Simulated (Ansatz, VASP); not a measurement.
# Two plane-wave programs on LiBr

The input INCAR:

```
PREC = Accurate
ENCUT = 750
EDIFF = 1E-7
ISMEAR = -1
SIGMA = 0.05
LREAL = F
LASPH = T
NELM = 120
ALGO = Normal
ISIF = 3
LWAVE = F
LCHARG = F
GGA = PE
IBRION = 2
NSW = 60
EDIFFG = -0.005
GGA_COMPAT = F
NELMIN = 4
```

The input KPOINTS:

```
Automatic mesh
0
Gamma
  13 13 13
```

POSCAR

```
LiBr
1.0
    0.0000000000      2.4572554004      2.4572554004
    2.4572554004      0.0000000000      2.4572554004
    2.4572554004      2.4572554004      0.0000000000
Li Br
1 1
Direct
    0.0000000000      0.0000000000      0.0000000000
    0.5000000000      0.5000000000      0.5000000000
```

Input for Ansatz:

```yaml
crystal:
  lattice:
    - [0.0, 2.4572554004, 2.4572554004]
    - [2.4572554004, 0.0, 2.4572554004]
    - [2.4572554004, 2.4572554004, 0.0]
  atoms:
    - { symbol: Li, position: [0.0, 0.0, 0.0] }
    - { symbol: Br, position: [0.5, 0.5, 0.5] }
kpoints:
  mp_grid: { grid: [13, 13, 13] }
scf:
  occupations: { method: fermi_dirac, width: 0.05 }
hamiltonian:
  xc: pbe
  pseudopotentials: { kind: paw }
output:
  forces: true
  stress: true
relax:
  f_tol: 0.005
  max_steps: 40
  cell: {}
```

Alike in both runs: task relaxation of cell and atoms; functional PBE; k mesh 13 × 13 × 13; occupations fermi-dirac, width 0.05 eV; no spin polarisation.

```csv
,VASP,Ansatz
version,VASP 6.6.1,Ansatz 0.2.0
potentials or method,"VASP PAW PBE potentials, release 64 (Li_sv, Br)","PAW with Ansatz's default frozen-core files, scalar-relativistic"
plane-wave cutoff (eV),750,420
valence electrons in the cell,10,10
```

|  | VASP | Ansatz | Ansatz less VASP |
| --- | --- | --- | --- |
| relaxed volume (Å³/atom) | 20.89 | 20.91 | +0.019 |
| relaxed cell length with the largest relative difference (Å) | 3.895 | 3.896 | +0.0012 |

Noted on VASP's run: the volume moved by over 15 % at a fixed basis, so the end points are rough.
